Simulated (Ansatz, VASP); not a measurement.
Two plane-wave programs on InBSe2

```
In B Se
1.0
     3.90669    0.00000    0.00000
     0.00000    3.90669    0.00000
     0.00000    0.00000    5.36808
In B Se
1 1 2
Cartesian
  0.0000 0.0000 0.0000
  1.9533 1.9533 2.6840
  0.0000 0.0000 2.6840
  1.9533 1.9533 0.0000
```

Alike in both runs: functional PBE; k mesh 12 × 12 × 8; occupations gaussian, width 0.1 eV; no spin polarisation.

Ansatz relaxed the structure, and its values are those at the end. VASP's run is a single point on that final structure, the one shown.

|  | VASP | Ansatz |
| --- | --- | --- |
| version | VASP 6.6.1 | Ansatz 0.2.0 |
| potentials or method | VASP PAW PBE potentials, release 64 (In_d, B, Se), cutoff 520 eV | scalar-relativistic, plane waves, PAW |
| valence electrons in the cell | 28 | 48 |

Ansatz gave:

```
gap on the k mesh at the Fermi level (eV) : none
pressure (GPa)                            : 0.0
```

Question: What did VASP give for the same quantities?

Answer: gap on the k mesh at the Fermi level (eV): none; pressure (GPa): 0.1.

A gap of «none» marks a metal or a gap that the smearing closes. With one functional, cell and mesh, what is left measures potentials, basis and numerics. VASP's potentials hold 28 valence electrons a cell and Ansatz's 48, so a difference there can come from the potentials and not from the codes.
